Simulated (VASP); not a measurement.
# Cr (Im-3m) in VASP: further runs, part 2 of 2

VASP 6.6.1. The steps go on from the part before.

## 4. Single point, PBE, collinear spin, ferromagnetic start

Contents of INCAR:

```
ALGO     = Normal         # electronic algorithm
EDIFF    = 1E-6           # SCF threshold, eV
ENCUT    = 600            # plane-wave cutoff, eV
GGA      = PE             # functional
GGA_COMPAT= F            
ISIF     = 2              # what is computed and relaxed
ISMEAR   = -1             # smearing method
ISPIN    = 2              # spin polarisation
LASPH    = T              # aspherical terms in the spheres
LCHARG   = T              # write CHGCAR
LELF     = T              # ELF
LMAXMIX  = 4              # l up to which the mixer works
LORBIT   = 11             # projections on sites
LREAL    = F              # projectors in reciprocal space
LVHAR    = T            
LWAVE    = F              # write WAVECAR
MAGMOM   = 0.8            # initial moments
NBANDS   = 17             # bands
NELM     = 200            # most SCF steps
NUPDOWN  = 0.8            # fixed moment
PREC     = Accurate       # precision mode
SIGMA    = 0.05           # smearing width, eV
```

Contents of KPOINTS:

```
k-points
0
Gamma
  10 10 10
```

Contents of POSCAR:

```
Cr
1.0
   -1.4844496776      1.4844496776      1.4844496776
    1.4844496776     -1.4844496776      1.4844496776
    1.4844496776      1.4844496776     -1.4844496776
Cr
1
Direct
    0.0000000000      0.0000000000      0.0000000000
```

Potentials or basis: VASP PAW PBE potentials, release 64 (Cr_sv).

The run is started by

```sh
> cat potpaw_PBE.64/Cr_sv/POTCAR > POTCAR
> mpirun -np 1 vasp_std > vasp.out
```

OUTCAR:

```text
EDIFF = 1E-6
   ENCUT = 600
   GGA = PE
   ISIF = 2
   ISMEAR = -1
   ISPIN = 2
   LASPH = T
   LORBIT = 11
   LREAL = F
   NELM = 200
   NUPDOWN = 0.8
   PREC = Accurate

 ion  position               nearest neighbor table
   1  0.000  0.000  0.000-

  LATTYP: Found a body centered cubic cell.
 ALAT       =     2.9688993552

  Lattice vectors:

 A1 = (  -1.4844496776,   1.4844496776,   1.4844496776)
 A2 = (   1.4844496776,  -1.4844496776,   1.4844496776)
 A3 = (   1.4844496776,   1.4844496776,  -1.4844496776)

Analysis of symmetry for initial positions (statically):
=====================================================================
 Subroutine PRICEL returns:
 Original cell was already a primitive cell.

 Routine SETGRP: Setting up the symmetry group for a
 body centered cubic supercell.

 Subroutine GETGRP returns: Found 48 space group operations
 (whereof 48 operations were pure point group operations)
 out of a pool of 48 trial point group operations.

The static configuration has the point symmetry O_h .

Analysis of symmetry for dynamics (positions and initial velocities):
=====================================================================
 Subroutine PRICEL returns:
 Original cell was already a primitive cell.

 Routine SETGRP: Setting up the symmetry group for a
 body centered cubic supercell.

 Subroutine GETGRP returns: Found 48 space group operations
 (whereof 48 operations were pure point group operations)
 out of a pool of 48 trial point group operations.

The dynamic configuration has the point symmetry O_h .

Analysis of structural, dynamic, and magnetic symmetry:
=====================================================================
 Subroutine PRICEL returns:
 Original cell was already a primitive cell.

 Routine SETGRP: Setting up the symmetry group for a
 body centered cubic supercell.

 Subroutine GETGRP returns: Found 48 space group operations
 (whereof 48 operations were pure point group operations)
 out of a pool of 48 trial point group operations.

The overall configuration has the point symmetry O_h .
[... 124 lines left out ...]
   AEXX    =    0.0000 exact exchange contribution
   IVDW    =     0    specifies the selected vdW correction
   LEPSILON=     F    determine dielectric tensor
   LRPA    =     F    only Hartree local field effects (RPA)
 spin polarized calculation
  energy-cutoff  :      600.00
  volume of cell :       13.08
 maximum number of plane-waves:       466
 NGX is ok and might be reduce to    24
   NGX = 11   NGY = 11   NGZ = 11

 number of electron      13.9999995 magnetization       0.7999999

 Free energy of the ion-electron system (eV)
  ---------------------------------------------------
  ext. energy  EPLUGINS =         0.00000000
  ---------------------------------------------------
  free energy    TOTEN  =        -9.24294481 eV

  energy without entropy =       -9.22684273  energy(sigma->0) =       -9.23489377

 E-fermi :  11.4681     XC(G=0): -13.0050

 val. band max:       12.3284426868   @ k =  -0.1000   0.1000   0.1000
 cond. band min:      11.4703961407   @ k =   0.5000   0.5000   0.2000
 fundamental gap:     -0.8580465461
 Fermi energy:        12.3576077446

 spin component 1

 k-point     1 :       0.0000    0.0000    0.0000
  band No.  band energies     occupation
      1     -60.1461      1.00000
      2     -31.0809      1.00000
      3     -31.0809      1.00000
      4     -31.0809      1.00000
      5       4.4171      1.00000
      6      10.9349      1.00000
[... 459 lines left out ...]
      6      10.3187      1.00000
[... 9 lines left out ...]
     16      39.1861      0.00000
     17      46.7193      0.00000

 [... further k-points ...]

 spin component 2

 k-point     1 :       0.0000    0.0000    0.0000
  band No.  band energies     occupation
      1     -59.3901      1.00000
      2     -30.3346      1.00000
      3     -30.3346      1.00000
      4     -30.3346      1.00000
      5       4.7090      1.00000
      6      11.7088      0.00805
[... 459 lines left out ...]
      6      11.0539      0.99975
[... 9 lines left out ...]
     16      39.5119      0.00000
     17      47.0151      0.00000

 [... further k-points ...]
[... 5 lines left out ...]
  --------------------------------------------------------------------------------------
  -------------------------------------------------------------------------------------
  Total       -1.7688271     -1.7688271     -1.7688271      0.0000000      0.0000000     -0.0000000
  in kB     -216.5905637   -216.5905637   -216.5905637      0.0000000      0.0000000     -0.0000000
  external PRESSURE =    -216.5905637 kB  Pullay stress =       0.0000000 kB

 VOLUME and BASIS-vectors are now :
 -----------------------------------------------------------------------------
  energy-cutoff  :      600.00
  volume of cell :       13.08
      direct lattice vectors                 reciprocal lattice vectors
    -1.484449678  1.484449678  1.484449678     0.000000000  0.336825160  0.336825160
     1.484449678 -1.484449678  1.484449678     0.336825160  0.000000000  0.336825160
     1.484449678  1.484449678 -1.484449678     0.336825160  0.336825160  0.000000000

 POSITION                                       TOTAL-FORCE (eV/Angst)
 -----------------------------------------------------------------------------------
      0.00000      0.00000      0.00000        -0.000000      0.000000     -0.000000
 -----------------------------------------------------------------------------------
    total drift:                               -0.000000      0.000000      0.000000

  FREE ENERGIE OF THE ION-ELECTRON SYSTEM (eV)
  ---------------------------------------------------
  free  energy   TOTEN  =        -9.2429448132 eV

  energy  without entropy=       -9.2268427262  energy(sigma->0) =       -9.23489377

 total charge

# of ion       s       p       d       tot
------------------------------------------
    1        2.171   6.002   3.521  11.694

 magnetization (x)

# of ion       s       p       d       tot
------------------------------------------
    1        0.002   0.010   0.661   0.673
```

OSZICAR:

```text
N       E                     dE             d eps       ncg     rms          rms(c)
DAV:   1     0.167728472688E+03    0.16773E+03   -0.73896E+03  3803   0.123E+03
DAV:   2    -0.383322499658E+01   -0.17156E+03   -0.15843E+03  3265   0.378E+02
DAV:   3    -0.103248112403E+02   -0.64916E+01   -0.64039E+01  4272   0.906E+01
DAV:   4    -0.108942421948E+02   -0.56943E+00   -0.56665E+00  5392   0.200E+01
DAV:   5    -0.108968225036E+02   -0.25803E-02   -0.25801E-02  4229   0.135E+00    0.115E+01
DAV:   6    -0.927264082156E+01    0.16242E+01   -0.22890E+00  3539   0.550E+01    0.440E+00
DAV:   7    -0.924337311491E+01    0.29268E-01   -0.24120E-01  4689   0.125E+01    0.234E+00
DAV:   8    -0.924218634651E+01    0.11868E-02   -0.78605E-03  5122   0.139E+00    0.148E+00
DAV:   9    -0.924289923864E+01   -0.71289E-03   -0.75350E-03  5452   0.146E+00    0.160E-01
DAV:  10    -0.924300391454E+01   -0.10468E-03   -0.29255E-04  4291   0.222E-01    0.552E-02
DAV:  11    -0.924296732197E+01    0.36593E-04   -0.22352E-05  4664   0.788E-02    0.299E-02
DAV:  12    -0.924294464906E+01    0.22673E-04   -0.14388E-05  5191   0.663E-02    0.663E-03
DAV:  13    -0.924294481324E+01   -0.16418E-06   -0.41843E-07  2128   0.849E-03
   1 F= -.92429448E+01 E0= -.92348938E+01  d E =-.161021E-01  mag=     0.8000
```

It used 52 s of CPU time on 1 thread of AMD EPYC 7R13 Processor (Zen 3), with other jobs on the host.

Results:

| Property | Result |
| --- | --- |
| Free energy | -9.2429 eV |
| Pressure | -21.7 GPa |
| Net moment | 0.80 μB per cell |
| Site moments | Cr +0.67 μB |
| Valence electrons inside the program's atomic spheres | Cr 11.69 |

Caveat: the total moment is fixed, so each spin has its own Fermi level.

## 5. Summary

```csv
level,fixed moment (μB),pressure (GPa),moment (μB)
PBEsol,3.0,14.9,3.00
PBEsol,1.5,-18.7,1.50
PBE,0.8,-21.7,0.80
```

Alike in all rows: task single point; potentials or basis VASP PAW PBE potentials, release 64 (Cr_sv); spin collinear, ferromagnetic start; cell as given; k mesh 10 × 10 × 10; cutoff (eV) 600; smearing fermi-dirac 0.05 eV.

The pressure there spans -21.7 GPa (PBE) to 14.9 GPa (PBEsol); a positive pressure means that this level wants a larger cell, a negative one a smaller.

Caveats: the total moment is fixed, so each spin has its own Fermi level; the PAW data sets were made with another functional, which shifts forces and pressure a little (some runs).

Absolute energies hang on the potentials; compare differences alone.
